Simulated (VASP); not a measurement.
# Li (R-3m) in VASP: notebook

Li is run at these levels: PBE; tasks: single point.

Program: VASP 6.6.1. These are calculated values, not measurements. Logs are shortened: lines on timing, memory, paths and dates and some standing lists are left out, and cuts for length are marked.

## 1. The cell of the first run

The structure is trigonal, space group R-3m (No. 166). Conventional cell: a = 3.101 Å, b = 3.101 Å, c = 22.082 Å, α = 90.00°, β = 90.00°, γ = 120.00°. Within 4.0 Å of Li (site symmetry -3m) lie 12 Li at 3.04 to 3.10 Å. Li (site symmetry 3m) has 12 Li at 3.03 to 3.10 Å within 4.0 Å.

## 2. Single point, PBE (zz strain of -3 %)

INCAR

```
ALGO = Normal
EDIFF = 1E-6
ENCUT = 520
GGA = PE
ISIF = 2
ISMEAR = -1
LASPH = T
LCHARG = F
LREAL = F
LWAVE = F
NBANDS = 12
NELM = 80
PREC = Accurate
SIGMA = 0.05
```

KPOINTS

```
k-points
0
Gamma
  12 12 12
```

POSCAR

```
Li
1.0
    1.5504989657      0.8951809952      7.3606510000
   -1.5504989657      0.8951809952      7.3606510000
    0.0000000000     -1.7903619905      7.3606510000
Li
3
Direct
    0.0000000000      0.0000000000      0.0000000000
    0.2220000000      0.2220000000      0.2220000000
    0.7780000000      0.7780000000      0.7780000000
```

Potentials or basis: VASP PAW PBE potentials, release 64 (Li_sv).

Command:

```
cat potpaw_PBE.64/Li_sv/POTCAR > POTCAR
mpirun -np 1 vasp_std > vasp.out
```

OUTCAR:

```text
EDIFF = 1E-6
   ENCUT = 520
   GGA = PE
   ISIF = 2
   ISMEAR = -1
   LASPH = T
   LREAL = F
   NELM = 80
   PREC = Accurate

 ion  position               nearest neighbor table
   1  0.000  0.000  0.000-
   2  0.222  0.222  0.222-
   3  0.778  0.778  0.778-

  LATTYP: Found a trigonal (rhomboedric) cell.
 ALAT       =     7.5752609988
 COS(alpha) =     0.9162127848

  Lattice vectors:

 A1 = (   1.5504989657,   0.8951809952,   7.3606510000)
 A2 = (  -1.5504989657,   0.8951809952,   7.3606510000)
 A3 = (   0.0000000000,  -1.7903619905,   7.3606510000)

Analysis of symmetry for initial positions (statically):
=====================================================================
 Subroutine PRICEL returns:
 Original cell was already a primitive cell.

 Routine SETGRP: Setting up the symmetry group for a
 trigonal (rhombohedral) supercell.

 Subroutine GETGRP returns: Found 12 space group operations
 (whereof 12 operations were pure point group operations)
 out of a pool of 12 trial point group operations.

The static configuration has the point symmetry D_3d.

Analysis of symmetry for dynamics (positions and initial velocities):
=====================================================================
 Subroutine PRICEL returns:
 Original cell was already a primitive cell.

 Routine SETGRP: Setting up the symmetry group for a
 trigonal (rhombohedral) supercell.

 Subroutine GETGRP returns: Found 12 space group operations
 (whereof 12 operations were pure point group operations)
 out of a pool of 12 trial point group operations.

The dynamic configuration has the point symmetry D_3d.

 Subroutine INISYM returns: Found 12 space group operations
 (whereof 12 operations are pure point group operations),
 and found     1 'primitive' translations

----------------------------------------------------------------------------------------

                                     Primitive cell

  volume of cell :      61.2985

  direct lattice vectors                    reciprocal lattice vectors
     1.550498966  0.895180995  7.360651000     0.322476836  0.186182088  0.045285849
    -1.550498966  0.895180995  7.360651000    -0.322476836  0.186182088  0.045285849
     0.000000000 -1.790361990  7.360651000     0.000000000 -0.372364176  0.045285849

  length of vectors
     7.575260999  7.575260999  7.575260999     0.375107834  0.375107834  0.375107834
[... 90 lines left out ...]
   ISYM   =      2    0-nonsym 1-usesym 2-fastsym
   POTIM  = 0.5000    time-step for ionic-motion
   TEBEG  =    0.0;   TEEND  =   0.0 temperature during run
   PSTRESS=    0.0 pullay stress
   NELECT =       9.0000    total number of electrons
   NUPDOWN=      -1.0000    fix difference up-down
   EMIN   =  10.00;   EMAX   =-10.00  energy-range for DOS
   EFERMI =   0.00;   METHOD = LEGACY
   ISMEAR =    -1;   SIGMA  =   0.05  broadening in eV -4-tet -1-fermi 0-gaus
   EFERMI_NEDOS =   21; number of points for ismear=-14 and -15
   IALGO  =     38    algorithm
   IMIX   =      4    mixing-type and parameters
     AMIX     =   0.40;   BMIX     =  1.00
     AMIX_MAG =   1.60;   BMIX_MAG =  1.00
  volume/ion in A,a.u.               =      20.43       137.89
  Fermi-wavevector in a.u.,A,eV,Ry     =   0.863653  1.632067 10.148528  0.745896
  Thomas-Fermi vector in A             =   1.981634
   LORBIT       =      0    0 simple, 1 ext, 2 COOP (PROOUT), +10 PAW based schemes
   GGA     = PE    functional components
   LHFCALC =     F    Hartree Fock is set to
   AEXX    =    0.0000 exact exchange contribution
   IVDW    =     0    specifies the selected vdW correction
   LEPSILON=     F    determine dielectric tensor
   LRPA    =     F    only Hartree local field effects (RPA)
 non-spin polarized calculation
  energy-cutoff  :      520.00
  volume of cell :       61.30
 maximum number of plane-waves:      1668
   NGX = 29   NGY = 29   NGZ = 29

 number of electron       9.0000003 magnetization

 Free energy of the ion-electron system (eV)
  ---------------------------------------------------
  ext. energy  EPLUGINS =         0.00000000
  ---------------------------------------------------
  free energy    TOTEN  =        -5.72720991 eV

  energy without entropy =       -5.71724665  energy(sigma->0) =       -5.72222828

 E-fermi :   0.5803     XC(G=0):  -7.0248

 val. band max:        0.5705324737   @ k =  -0.2500   0.2500   0.2500
 cond. band min:       0.5977585237   @ k =  -0.1667   0.1667   0.1667
 fundamental gap:      0.0272260500
 Fermi energy:         0.5802686407

 k-point     1 :       0.0000    0.0000    0.0000
  band No.  band energies     occupation
      1     -45.9432      2.00000
      2     -45.9285      2.00000
      3     -45.9230      2.00000
      4      -2.9471      2.00000
      5      -0.9053      2.00000
      6      -0.9045      2.00000
      7       6.6374      0.00000
      8       6.6632      0.00000
      9      12.9970      0.00000
     10      12.9970      0.00000
     11      13.1531      0.00000
     12      13.1531      0.00000
[... 331 lines left out ...]
 k-point    24 :      -0.4167    0.1667    0.0000
  band No.  band energies     occupation
      1     -45.9281      2.00000
      2     -45.9183      2.00000
      3     -45.9161      2.00000
      4       0.8982      0.00346
      5       1.7039      0.00000
      6       2.0214      0.00000
      7       4.1774      0.00000
      8       4.4614      0.00000
      9       5.0732      0.00000
     10       6.9021      0.00000
     11       7.4194      0.00000
     12       9.3678      0.00000

 [... further k-points ...]

------------------------ aborting loop because EDIFF is reached ----------------------------------------

  FORCE on cell =-STRESS in cart. coord.  units (eV):
  Direction    XX          YY          ZZ          XY          YZ          ZX
  --------------------------------------------------------------------------------------
  -------------------------------------------------------------------------------------
  Total       -0.1412270     -0.1412270      0.0464546      0.0000000     -0.0000000      0.0000000
  in kB       -3.6912923     -3.6912923      1.2141977      0.0000000     -0.0000000      0.0000000
  external PRESSURE =      -2.0561290 kB  Pullay stress =       0.0000000 kB

 VOLUME and BASIS-vectors are now :
 -----------------------------------------------------------------------------
  energy-cutoff  :      520.00
  volume of cell :       61.30
      direct lattice vectors                 reciprocal lattice vectors
     1.550498966  0.895180995  7.360651000     0.322476836  0.186182088  0.045285849
    -1.550498966  0.895180995  7.360651000    -0.322476836  0.186182088  0.045285849
     0.000000000 -1.790361990  7.360651000     0.000000000 -0.372364176  0.045285849

 POSITION                                       TOTAL-FORCE (eV/Angst)
 -----------------------------------------------------------------------------------
      0.00000      0.00000      0.00000         0.000000      0.000000     -0.000000
      0.00000     -0.00000      4.90219         0.000000     -0.000000      0.009630
      0.00000     -0.00000     17.17976         0.000000      0.000000     -0.009630
 -----------------------------------------------------------------------------------
    total drift:                                0.000000      0.000000      0.000000

  FREE ENERGIE OF THE ION-ELECTRON SYSTEM (eV)
  ---------------------------------------------------
  free  energy   TOTEN  =        -5.7272099098 eV

  energy  without entropy=       -5.7172466542  energy(sigma->0) =       -5.72222828
```

Run time: 11 min. Hardware: 1 thread of AMD EPYC 7R43 (Zen 3), shared host; peak memory 0.38 GiB.

What came out:

```
Free energy            : -5.7272 eV
Largest force          : 0.010 eV/Å
Band gap on the k mesh : zero (an odd number of electrons rules out a gap without spin polarisation)
```

Forces in eV/Å, atoms in the order of the input:
```
Li   0.000  0.000  0.000
Li   0.000  0.000  0.010
Li   0.000  0.000 -0.010
```

Levels at points of the mesh, in eV from the Fermi level:
| k point | band 2 | band 3 | band 4 | band 5 | band 6 | band 7 | band 8 | band 9 |
| --- | --- | --- | --- | --- | --- | --- | --- | --- |
| (0.00, 0.00, 0.00) | -46.51 | -46.50 | -3.53 | -1.49 | -1.48 | 6.06 | 6.08 | 12.42 |
| (0.50, 0.00, 0.00) | -46.50 | -46.50 | -0.10 | 0.79 | 1.04 | 3.70 | 3.85 | 4.49 |
| (0.50, 0.50, 0.00) | -46.50 | -46.50 | 0.20 | 0.30 | 1.13 | 3.16 | 4.45 | 5.57 |
| (0.50, 0.50, 0.50) | -46.51 | -46.50 | -3.01 | -3.01 | 0.18 | 3.17 | 11.04 | 11.09 |

Caveat: the cell differs from its parent crystal (zz strain of -3 %); the cutoff is under 1.25 times the usual one of these potentials, so pressure, stress and relaxed cells hold a basis-set (Pulay) error.

## 3. Single point, PBE (zz strain of -1 %)

INCAR

```
PREC = Accurate
ENCUT = 520
EDIFF = 1E-6
ISMEAR = -1
SIGMA = 0.05
LREAL = F
LASPH = T
NELM = 60
ALGO = Normal
ISIF = 2
LWAVE = F
LCHARG = F
GGA = PE
NBANDS = 12
```

KPOINTS

```
Automatic mesh
0
Gamma
  12 12 12
```

POSCAR

```
Li
1.0
    1.5504989657      0.8951809952      7.5124170000
   -1.5504989657      0.8951809952      7.5124170000
    0.0000000000     -1.7903619905      7.5124170000
Li
3
Direct
    0.0000000000      0.0000000000      0.0000000000
    0.2220000000      0.2220000000      0.2220000000
    0.7780000000      0.7780000000      0.7780000000
```

Potentials or basis: VASP PAW PBE potentials, release 64 (Li_sv).

Command:

```
cat potpaw_PBE.64/Li_sv/POTCAR > POTCAR
mpirun -np 1 vasp_std > vasp.out
```

Wall time 16 min (1 thread of AMD EPYC 7R43 (Zen 3), shared host); peak memory 0.46 GiB.

The run converged. Its results:

```
Free energy            : -5.7264 eV
Largest force          : 0.009 eV/Å
Band gap on the k mesh : zero (an odd number of electrons rules out a gap without spin polarisation)
```

Forces in eV/Å, atoms in the order of the input:
```
Li   0.000  0.000  0.000
Li   0.000  0.000  0.009
Li   0.000  0.000 -0.009
```

Levels at points of the mesh, in eV from the Fermi level:
```csv
k point,band 1,band 2,band 3,band 4,band 5,band 6,band 7,band 8,band 9,band 10
"(0.00, 0.00, 0.00)",-46.56,-46.55,-46.54,-3.50,-1.53,-1.53,5.71,5.74,12.46,12.46
"(0.50, 0.00, 0.00)",-46.54,-46.54,-46.53,-0.06,0.81,1.05,3.66,3.79,4.42,8.37
"(0.50, 0.50, 0.00)",-46.54,-46.54,-46.53,0.24,0.33,1.14,3.14,4.37,5.46,6.72
"(0.50, 0.50, 0.50)",-46.56,-46.55,-46.54,-3.01,-3.00,0.08,2.94,10.51,10.56,12.15
```

Caveat: the cell differs from its parent crystal (zz strain of -1 %); the cutoff is under 1.25 times the usual one of these potentials, so pressure, stress and relaxed cells hold a basis-set (Pulay) error.

## 4. Single point, PBE (zz strain of +2 %)

INCAR

```
SYSTEM = Li
PREC = Accurate ; ENCUT = 520
EDIFF = 1E-6 ; ISMEAR = -1
SIGMA = 0.05 ; LREAL = .FALSE.
LASPH = .TRUE. ; NELM = 80
ALGO = Normal ; ISIF = 2
LWAVE = .FALSE. ; LCHARG = .FALSE.
GGA = PE ; NBANDS = 12
```

KPOINTS

```
Automatic mesh
0
G
  12 12 12
  0 0 0
```

POSCAR

```
Li
1.0
    1.5504989657      0.8951809952      7.7400660000
   -1.5504989657      0.8951809952      7.7400660000
    0.0000000000     -1.7903619905      7.7400660000
Li
3
Direct
    0.0000000000      0.0000000000      0.0000000000
    0.2220000000      0.2220000000      0.2220000000
    0.7780000000      0.7780000000      0.7780000000
```

Command:

```
cat potpaw_PBE.64/Li_sv/POTCAR > POTCAR
mpirun -np 1 vasp_std > vasp.out
```

It took 21 min on 1 thread of AMD EPYC 7R43 (Zen 3), shared host; peak memory 0.46 GiB.

It converged, with:

* Free energy: -5.7169 eV
* Largest force: 0.008 eV/Å
* Band gap on the k mesh: zero (an odd number of electrons rules out a gap without spin polarisation)

Forces on the atoms (eV/Å):
```
Li   0.000  0.000  0.000
Li   0.000  0.000  0.008
Li   0.000  0.000 -0.008
```

Levels at points of the mesh, in eV from the Fermi level:
```tsv
k point	band 2	band 3	band 4	band 5	band 6	band 7	band 8	band 9
(0.00, 0.00, 0.00)	-46.60	-46.59	-3.46	-1.59	-1.59	5.23	5.26	12.52
(0.50, 0.00, 0.00)	-46.59	-46.59	0.01	0.84	1.06	3.60	3.72	4.32
(0.50, 0.50, 0.00)	-46.59	-46.58	0.29	0.38	1.17	3.11	4.26	5.31
(0.50, 0.50, 0.50)	-46.60	-46.59	-2.99	-2.98	-0.06	2.62	9.77	9.81
```

Caveat: the cell differs from its parent crystal (zz strain of +2 %); the cutoff is under 1.25 times the usual one of these potentials, so pressure, stress and relaxed cells hold a basis-set (Pulay) error.

## 5. Summary

| cell | gap on the mesh (eV) | largest force (eV/Å) |
| --- | --- | --- |
| a = 7.575 Å, angles 23.6°, 3 atoms | none | 0.01 |
| a = 7.723 Å, angles 23.2°, 3 atoms | none | 0.01 |
| a = 7.944 Å, angles 22.5°, 3 atoms | none | 0.01 |

Alike in all rows: task single point; level PBE; potentials or basis VASP PAW PBE potentials, release 64 (Li_sv); no spin polarisation; k mesh 12 × 12 × 12; cutoff (eV) 520; smearing fermi-dirac 0.05 eV.

Caveats: the cutoff is under 1.25 times the usual one of these potentials, so pressure, stress and relaxed cells hold a basis-set (Pulay) error.

Total energies depend on the potentials used, so only differences within one code and one set of settings carry meaning.

The gap in the log of VASP goes by the Fermi energy; the results here count the filled bands.